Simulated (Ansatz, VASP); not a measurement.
## One calculation of Cu, two programs

File INCAR:

```
SYSTEM = Cu
PREC     = Accurate       ! precision mode
ENCUT    = 520            ! plane-wave cutoff, eV
EDIFF    = 1E-6           ! SCF threshold, eV
ISMEAR   = 0              ! smearing method
SIGMA    = 0.15           ! smearing width, eV
LREAL    = .FALSE.        ! projectors in reciprocal space
LASPH    = .TRUE.         ! aspherical terms in the spheres
NELM     = 60             ! most SCF steps
ALGO     = Normal         ! electronic algorithm
ISIF     = 2              ! what is computed and relaxed
LWAVE    = .FALSE.        ! write WAVECAR
LCHARG   = .FALSE.        ! write CHGCAR
NBANDS   = 12             ! bands
```

The input KPOINTS:

```
regular mesh
0
G
  22 22 22
  0 0 0
```

POSCAR

```
Cu
1.0
   -1.4987500000      1.4987500000      1.4081500000
    1.4987500000     -1.4987500000      1.4081500000
    1.4987500000      1.4987500000     -1.4081500000
Cu
1
Direct
    0.0000000000      0.0000000000      0.0000000000
```

Input for Ansatz:

```yaml
crystal:
  lattice:
    - [-1.49875, 1.49875, 1.40815]
    - [1.49875, -1.49875, 1.40815]
    - [1.49875, 1.49875, -1.40815]
  atoms:
    - { symbol: Cu, position: [0.0, 0.0, 0.0] }
basis:
  ecutwfc: 520.0
kpoints:
  mp_grid: { grid: [22, 22, 22] }
hamiltonian:
  xc: lda
  pseudopotentials: { kind: paw, azcp: { folder: soft_1 } }
scf:
  occupations: { method: gaussian, width: 0.15 }
output:
  forces: true
  stress: true
  eigenvalues: true
```

Alike in both runs: task single point; functional LDA; k mesh 22 × 22 × 22; occupations gaussian, width 0.15 eV; no spin polarisation.

|  | VASP | Ansatz |
| --- | --- | --- |
| version | VASP 6.6.1 | Ansatz 0.2.0 |
| potentials or method | VASP PAW LDA potentials, release 64 (Cu), cutoff 520 eV | scalar-relativistic, plane waves, PAW |
| valence electrons in the cell | 11 | 19 |

Ansatz gave:

```
gap on the k mesh at the Fermi level (eV)                     : none
pressure (GPa)                                                : -18.8
traceless stress, the component that is largest in VASP (GPa) : -0.35
```

**Question.** Which values does VASP return?

**Answer.** gap on the k mesh at the Fermi level (eV): none; pressure (GPa): -18.0; traceless stress, the component that is largest in VASP (GPa): -0.34.

Ansatz warns that its potentials were made for another functional, while VASP's fit it. LDA's correlation is that of Perdew and Zunger in VASP and of Perdew and Wang (1992) in Ansatz. A gap of «none» marks a metal or a gap that the smearing closes. VASP's potentials hold 11 valence electrons a cell and Ansatz's 19, so a difference there can come from the potentials and not from the codes.
